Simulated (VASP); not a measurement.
# HfO2 in VASP: single point with PBE

Aim: the single point of HfO2 with PBE.

Everything below comes from runs of VASP 6.6.1. Logs are shortened: lines on timing, memory, paths and dates and some standing lists are left out, and cuts for length are marked.

### Step 1. The cell of the first run

The cell holds a slab with vacuum, 12 atoms: a = 3.605 Å, b = 3.605 Å, c = 25.301 Å, α = 90.00°, β = 90.00°, γ = 120.00°.

### Step 2. Single point, PBE

Contents of INCAR:

```
  PREC = Accurate
  ENCUT = 520
  EDIFF = 1E-6
  ISMEAR = 0
  SIGMA = 0.05
  LREAL = F
  LASPH = T
  NELM = 100
  ALGO = Normal
  ISIF = 2
  LWAVE = F
  LCHARG = F
  LDIPOL = T
  IDIPOL = 3
  DIPOL = 0.5 0.5 0.500
  GGA = PE
  NBANDS = 56
```

Contents of KPOINTS:

```
regular mesh
0
Gamma
  9 9 1
```

Contents of POSCAR:

```
HfO2
1.0
    3.6045556798      0.0000000000      0.0000000000
   -1.8022778399      3.1216367881      0.0000000000
    0.0000000000      0.0000000000     25.3008758592
O Hf
8 4
Direct
    0.0000000000      0.0000000000      0.2960281994
    0.3333333333      0.6666666667      0.3563321496
    0.6666666667      0.3333333333      0.4120088618
    0.0000000000      0.0000000000      0.4703696585
    0.3333333333      0.6666666667      0.5296303557
    0.6666666667      0.3333333333      0.5879911348
    0.0000000000      0.0000000000      0.6436678546
    0.3333333333      0.6666666667      0.7039717946
    0.6666666667      0.3333333333      0.3272466738
    0.3333333333      0.6666666667      0.4413921392
    0.0000000000      0.0000000000      0.5586078574
    0.6666666667      0.3333333333      0.6727533204
```

Potentials or basis: VASP PAW PBE potentials, release 64 (O, Hf_pv).

The run is started by

```console
$ cat potpaw_PBE.64/O/POTCAR potpaw_PBE.64/Hf_pv/POTCAR > POTCAR
$ mpirun -np 1 vasp_std > vasp.out
```

OUTCAR:

```text
PREC = Accurate
   ENCUT = 520
   EDIFF = 1E-6
   ISMEAR = 0
   LREAL = F
   LASPH = T
   NELM = 100
   ISIF = 2
   GGA = PE

 ion  position               nearest neighbor table
   1  0.000  0.000  0.296-   9 2.23   9 2.23   9 2.23
   2  0.333  0.667  0.356-  10 2.15   9 2.21   9 2.21   9 2.21
   3  0.667  0.333  0.412-   9 2.14  10 2.21  10 2.21  10 2.21
   4  0.000  0.000  0.470-  10 2.21  10 2.21  10 2.21  11 2.23
   5  0.333  0.667  0.530-  11 2.21  11 2.21  11 2.21  10 2.23
   6  0.667  0.333  0.588-  12 2.14  11 2.21  11 2.21  11 2.21
   7  0.000  0.000  0.644-  11 2.15  12 2.21  12 2.21  12 2.21
   8  0.333  0.667  0.704-  12 2.23  12 2.23  12 2.23
   9  0.667  0.333  0.327-   3 2.14   2 2.21   2 2.21   2 2.21   1 2.23   1 2.23   1 2.23  10 3.56
                            10 3.56  10 3.56
  10  0.333  0.667  0.441-   2 2.15   4 2.21   4 2.21   4 2.21   3 2.21   3 2.21   3 2.21   5 2.23
                             9 3.56   9 3.56   9 3.56  11 3.62  11 3.62  11 3.62
  11  0.000  0.000  0.559-   7 2.15   5 2.21   5 2.21   5 2.21   6 2.21   6 2.21   6 2.21   4 2.23
                            12 3.56  12 3.56  12 3.56  10 3.62  10 3.62  10 3.62
  12  0.667  0.333  0.673-   6 2.14   7 2.21   7 2.21   7 2.21   8 2.23   8 2.23   8 2.23  11 3.56
                            11 3.56  11 3.56

  LATTYP: Found a hexagonal cell.
 ALAT       =     3.6045556798
 C/A-ratio  =     7.0191385865

  Lattice vectors:

 A1 = (   3.6045556798,   0.0000000000,   0.0000000000)
 A2 = (  -1.8022778399,   3.1216367881,   0.0000000000)
 A3 = (   0.0000000000,   0.0000000000,  25.3008758592)

Analysis of symmetry for initial positions (statically):
=====================================================================
 Subroutine PRICEL returns:
 Original cell was already a primitive cell.

 Routine SETGRP: Setting up the symmetry group for a
 hexagonal supercell.

 Subroutine GETGRP returns: Found 12 space group operations
 (whereof  6 operations were pure point group operations)
 out of a pool of 24 trial point group operations.

The static configuration has the point symmetry C_3v.
 The point group associated with its full space group is D_3d.

Analysis of symmetry for dynamics (positions and initial velocities):
=====================================================================
 Subroutine PRICEL returns:
 Original cell was already a primitive cell.

 Routine SETGRP: Setting up the symmetry group for a
 hexagonal supercell.

 Subroutine GETGRP returns: Found 12 space group operations
 (whereof  6 operations were pure point group operations)
 out of a pool of 24 trial point group operations.

The dynamic configuration has the point symmetry C_3v.
 The point group associated with its full space group is D_3d.

 Subroutine INISYM returns: Found 12 space group operations
 (whereof  6 operations are pure point group operations),
 and found     1 'primitive' translations

----------------------------------------------------------------------------------------

                                     Primitive cell

  volume of cell :     284.6883

  direct lattice vectors                    reciprocal lattice vectors
     3.604555680  0.000000000  0.000000000     0.277426704  0.160172382  0.000000000
    -1.802277840  3.121636788  0.000000000     0.000000000  0.320344764  0.000000000
     0.000000000  0.000000000 25.300875859     0.000000000  0.000000000  0.039524323

  length of vectors
     3.604555680  3.604555680 25.300875859     0.320344764  0.320344764  0.039524323

  position of ions in fractional coordinates (direct lattice)
     0.000000000  0.000000000  0.296028199
     0.333333333  0.666666667  0.356332150
     0.666666667  0.333333333  0.412008862
     0.000000000  0.000000000  0.470369658
     0.333333333  0.666666667  0.529630356
     0.666666667  0.333333333  0.587991135
     0.000000000  0.000000000  0.643667855
     0.333333333  0.666666667  0.703971795
     0.666666667  0.333333333  0.327246674
     0.333333333  0.666666667  0.441392139
     0.000000000  0.000000000  0.558607857
     0.666666667  0.333333333  0.672753320

  ion indices of the primitive-cell ions
   primitive index   ion index
                 1           1
                 2           2
                 3           3
[... 30 lines left out ...]

 Subroutine IBZKPT returns following result:
 ===========================================

 Found     12 irreducible k-points:

 Following reciprocal coordinates:
            Coordinates               Weight
  0.000000  0.000000  0.000000      1.000000
  0.111111  0.000000  0.000000      6.000000
  0.222222  0.000000  0.000000      6.000000
  0.333333  0.000000  0.000000      6.000000
  0.444444  0.000000  0.000000      6.000000
  0.111111  0.111111  0.000000      6.000000
  0.222222  0.111111  0.000000     12.000000
  0.333333  0.111111  0.000000     12.000000
  0.444444  0.111111  0.000000      6.000000
  0.222222  0.222222  0.000000      6.000000
  0.333333  0.222222  0.000000     12.000000
  0.333333  0.333333  0.000000      2.000000
   k-points           NKPTS =     12   k-points in BZ     NKDIM =     12   number of bands    NBANDS=     56
   number of dos      NEDOS =    301   number of ions     NIONS =     12
   total plane-waves  NPLWV = 150528
   dimension x,y,z NGX =    28 NGY =   28 NGZ =  192
   dimension x,y,z NGXF=    56 NGYF=   56 NGZF=  384
   ions per type =               8   4
   NGX,Y,Z   is equivalent  to a cutoff of  12.91, 12.91, 12.62 a.u.
   NGXF,Y,Z  is equivalent  to a cutoff of  25.83, 25.83, 25.23 a.u.
 SYSTEM =  unknown system
   PREC   = accura    normal or accurate (medium, high low for compatibility)
   ISTART =      0    job   : 0-new  1-cont  2-samecut
   ICHARG =      2    charge: 1-file 2-atom 10-const
   ISPIN  =      1    spin polarized calculation?
   LNONCOLLINEAR =      F non collinear calculations
   LSORBIT =      F    spin-orbit coupling
   LASPH  =      T    aspherical Exc in radial PAW
   ENCUT  =  520.0 eV  38.22 Ry    6.18 a.u.   6.70  6.70 47.04*2*pi/ulx,y,z
   NELM   =    100;   NELMIN=  2; NELMDL= -5     # of ELM steps
   EDIFF  = 0.1E-05   stopping-criterion for ELM
   LREAL  =      F    real-space projection
   EDIFFG = 0.1E-04   stopping-criterion for IOM
   NSW    =      0    number of steps for IOM
   IBRION =     -1    ionic relax: 0-MD 1-quasi-New 2-CG
   NFREE  =      0    steps in history (QN), initial steepest desc. (CG)
   ISIF   =      2    stress and relaxation
   ISYM   =      2    0-nonsym 1-usesym 2-fastsym
   POTIM  = 0.5000    time-step for ionic-motion
   TEBEG  =    0.0;   TEEND  =   0.0 temperature during run
   PSTRESS=    0.0 pullay stress
   NELECT =      88.0000    total number of electrons
   NUPDOWN=      -1.0000    fix difference up-down
   EMIN   =  10.00;   EMAX   =-10.00  energy-range for DOS
   EFERMI =   0.00;   METHOD = LEGACY
   ISMEAR =     0;   SIGMA  =   0.05  broadening in eV -4-tet -1-fermi 0-gaus
   EFERMI_NEDOS =   21; number of points for ismear=-14 and -15
   IALGO  =     38    algorithm
   IMIX   =      4    mixing-type and parameters
     AMIX     =   0.40;   BMIX     =  1.00
     AMIX_MAG =   1.60;   BMIX_MAG =  1.00
  volume/ion in A,a.u.               =      23.72       160.10
  Fermi-wavevector in a.u.,A,eV,Ry     =   1.106910  2.091758 16.670549  1.225251
  Thomas-Fermi vector in A             =   2.243418
   LORBIT       =      0    0 simple, 1 ext, 2 COOP (PROOUT), +10 PAW based schemes
   GGA     = PE    functional components
   LHFCALC =     F    Hartree Fock is set to
   AEXX    =    0.0000 exact exchange contribution
   IVDW    =     0    specifies the selected vdW correction
   LEPSILON=     F    determine dielectric tensor
   LRPA    =     F    only Hartree local field effects (RPA)
 non-spin polarized calculation
 Gauss-broadening in eV      SIGMA  =   0.05
  energy-cutoff  :      520.00
  volume of cell :      284.69
 maximum number of plane-waves:      7707
 NGX is ok and might be reduce to    28
   NGX = 13   NGY = 13   NGZ = 95

 dipolmoment           0.000000      0.000000     -0.000000 electrons x Angstroem

 number of electron      88.0000007 magnetization

 dipolmoment           0.000000      0.000000      0.000000 electrons x Angstroem

 Free energy of the ion-electron system (eV)
  ---------------------------------------------------
  ext. energy  EPLUGINS =         0.00000000
  ---------------------------------------------------
  free energy    TOTEN  =      -119.68759423 eV

  energy without entropy =     -119.68759423  energy(sigma->0) =     -119.68759423

 E-fermi :  -1.5668     XC(G=0):  -6.0523

 val. band max:       -1.8236385266   @ k =   0.4444   0.0000   0.0000
 cond. band min:       2.2269987494   @ k =   0.4444   0.0000   0.0000
 fundamental gap:      4.0506372761
 Fermi energy:        -1.5667991831

 k-point     1 :       0.0000    0.0000    0.0000
  band No.  band energies     occupation
      1     -31.8903      2.00000
      2     -31.7946      2.00000
      3     -31.6360      2.00000
      4     -31.5709      2.00000
      5     -31.5709      2.00000
      6     -31.5495      2.00000
[... 697 lines left out ...]
     55       5.2829      0.00000
     56       5.2830      0.00000

------------------------ aborting loop because EDIFF is reached ----------------------------------------

 vacuum level on the upper side and lower side of the slab       (xc-potential included)        -0.167        -0.167

  FORCE on cell =-STRESS in cart. coord.  units (eV):
  Direction    XX          YY          ZZ          XY          YZ          ZX
  --------------------------------------------------------------------------------------
  -------------------------------------------------------------------------------------
  Total      -10.5502346    -10.5502346     -2.5338353     -0.0000000      0.0000000     -0.0000000
  in kB      -59.3749195    -59.3749195    -14.2599927     -0.0000000      0.0000000     -0.0000000
  external PRESSURE =     -44.3366105 kB  Pullay stress =       0.0000000 kB

 VOLUME and BASIS-vectors are now :
 -----------------------------------------------------------------------------
  energy-cutoff  :      520.00
  volume of cell :      284.69
      direct lattice vectors                 reciprocal lattice vectors
     3.604555680  0.000000000  0.000000000     0.277426704  0.160172382  0.000000000
    -1.802277840  3.121636788  0.000000000     0.000000000  0.320344764  0.000000000
     0.000000000  0.000000000 25.300875859     0.000000000  0.000000000  0.039524323

 POSITION                                       TOTAL-FORCE (eV/Angst)
 -----------------------------------------------------------------------------------
      0.00000      0.00000      7.48977         0.000000     -0.000000      0.100414
     -0.00000      2.08109      9.01552         0.000000     -0.000000     -0.002572
      1.80228      1.04055     10.42419        -0.000000      0.000000     -0.004592
      0.00000      0.00000     11.90076        -0.000000     -0.000000      0.000403
     -0.00000      2.08109     13.40011         0.000000      0.000000     -0.000403
      1.80228      1.04055     14.87669         0.000000     -0.000000      0.004592
      0.00000      0.00000     16.28536        -0.000000      0.000000      0.002572
     -0.00000      2.08109     17.81110        -0.000000      0.000000     -0.100414
      1.80228      1.04055      8.27963        -0.000000     -0.000000      0.164643
     -0.00000      2.08109     11.16761        -0.000000      0.000000     -0.031505
      0.00000      0.00000     14.13327         0.000000     -0.000000      0.031505
      1.80228      1.04055     17.02125         0.000000     -0.000000     -0.164643
 -----------------------------------------------------------------------------------
    total drift:                               -0.000000      0.000000     -0.000220

  FREE ENERGIE OF THE ION-ELECTRON SYSTEM (eV)
  ---------------------------------------------------
  free  energy   TOTEN  =      -119.6875942325 eV

  energy  without entropy=     -119.6875942325  energy(sigma->0) =     -119.68759423

 vacuum level on the upper side and lower side of the slab         4.899         4.899
```

Run time: 6.7 min. Hardware: 1 thread of Intel Xeon Platinum 8375C at 2.90GHz (Ice Lake), shared host; peak memory 0.45 GiB.

Results:

- Free energy: -119.6876 eV
- Largest force: 0.165 eV/Å
- Band gap on the k mesh: 4.05 eV

Forces on the atoms (eV/Å):
```
O    0.000  0.000  0.100
O    0.000  0.000 -0.003
O    0.000  0.000 -0.005
O    0.000  0.000  0.000
O    0.000  0.000  0.000
O    0.000  0.000  0.005
O    0.000  0.000  0.003
O    0.000  0.000 -0.100
Hf   0.000  0.000  0.165
Hf   0.000  0.000 -0.032
Hf   0.000  0.000  0.032
Hf   0.000  0.000 -0.165
```

Caveat: spin-orbit coupling is left out, which moves the levels of the heavy elements.
